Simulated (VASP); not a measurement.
The system is C.

```
C
1.0
     2.02668    0.00000    0.00000
     0.00000    1.36146    0.00000
    -0.87718    0.00000    2.32163
C
1
Direct
  0.50000 0.00000 0.00000
```

| Quantity | Value |
| --- | --- |
| Program | VASP 6.6.1 |
| Task | relaxation of cell and atoms |
| Functional | PBE |
| Potentials or basis | VASP PAW PBE potentials, release 64 (C) |
| Cutoff | 600 eV |
| k mesh | 8 × 12 × 8 |
| Occupations | gaussian, width 0.1 eV |
| Spin | no spin polarisation |

At the start: pressure 26.6 GPa; volume 6.41 Å³/atom.

**Question.** How do energy, volume and symmetry change on relaxing?

**Answer.** Over 18 steps the energy falls by 1341.1 meV/atom and the volume is 10.65 Å³/atom (+66.3 %); space group P2/m (No. 10, to 0.05 Å).

The path:
| step | energy change (eV) | largest force (eV/Å) | pressure (GPa) | volume (Å³) |
| --- | --- | --- | --- | --- |
| 1 | 0.0000 | 0.0000 | 26.59 | 6.41 |
| 2 | 0.2166 | 0.0000 | 181.54 | 7.17 |
| 3 | -0.5077 | 0.0000 | 80.74 | 6.84 |
| 4 | -0.5177 | 0.0000 | 92.38 | 6.89 |
| 5 | -1.0236 | 0.0000 | 54.21 | 8.23 |
| 6 | -1.2355 | 0.0000 | 30.48 | 9.83 |
| 7 | -1.2496 | 0.0000 | 25.24 | 10.36 |
| 8 | -1.2726 | 0.0000 | -17.12 | 10.95 |
| 9 | -1.3373 | 0.0000 | 0.50 | 10.67 |
| 10 | -1.3373 | 0.0000 | 0.96 | 10.67 |
| 11 | -1.3381 | 0.0000 | 0.70 | 10.69 |
| 12 | -1.3397 | 0.0000 | 0.02 | 10.75 |
| 13 | -1.3395 | 0.0000 | -1.33 | 10.88 |
| 14 | -1.3402 | 0.0000 | -0.61 | 10.81 |
| 15 | -1.3405 | 0.0000 | -0.78 | 10.78 |
| 16 | -1.3408 | 0.0000 | -1.25 | 10.72 |
| 17 | -1.3409 | 0.0000 | -0.95 | 10.71 |
| 18 | -1.3411 | 0.0000 | -0.05 | 10.65 |

Final structure:
```
C
1.0
     2.90676    0.00000   -0.03375
     0.00000    1.28344    0.00000
    -1.30393    0.00000    2.87088
C
1
Direct
  0.50000 0.00000 0.00000
```

Caveat: the k points lie up to 0.41 Å⁻¹ apart in the final cell; the volume moved by over 15 % at a fixed basis, so the end points are rough.
